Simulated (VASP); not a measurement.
## Al: single point with PBE+D3(BJ)

Al:

```
Al
1.0
     2.93571    0.00000    0.00000
    -1.46786    2.54240    0.00000
     0.00000    0.00000    9.03994
Al
4
Direct
  0.00000 0.00000 0.00000
  0.33333 0.66667 0.25000
  0.00000 0.00000 0.50000
  0.66667 0.33333 0.75000
```

This isn't the form of Al at room conditions, which is fcc.

* Program: VASP 6.6.1
* Task: single point
* Functional: PBE
* Dispersion: D3(BJ)
* Potentials or basis: VASP PAW PBE potentials, release 64 (Al)
* Cutoff: 520 eV
* k mesh: 18 × 18 × 6
* Occupations: gaussian, width 0.15 eV
* Spin: no spin polarisation
* Dipole correction: no
* Further INCAR settings: ALGO = Normal; EDIFF = 1e-06; NBANDS = 14

```yaml
Pressure: -4.3 GPa
Band_gap_on_the_k_mesh: zero (bands 6 and 7 overlap by 6.33 eV)
Dispersion_energy_per_atom: -0.329 eV
```

Stress tensor (GPa, compression positive):
```
-5.40  0.00  0.00
 0.00 -5.40  0.00
 0.00  0.00 -2.04
```

Levels at points of the mesh, in eV from the Fermi level:
```
           k point  band 3  band 4  band 5  band 6  band 7  band 8  band 9  band 10
(0.00, 0.00, 0.00)   -9.19   -4.18   -3.63    4.50    4.52    9.56    9.56     9.87
(0.50, 0.00, 0.00)   -3.96   -3.82   -3.47   -3.29    0.91    1.40    1.78     2.01
(0.00, 0.00, 0.50)   -6.98   -6.98   -0.05   -0.05    9.55    9.55    9.89     9.89
(0.50, 0.00, 0.50)   -4.85   -4.85   -1.79   -1.79   -1.12   -1.12    5.01     5.01
```

Wall time 51 s on 1 thread of Intel(R) Xeon(R) 6975P-C (Granite Rapids) (shared host), peak memory 0.25 GiB.

Caveat: the cell stands under tension.
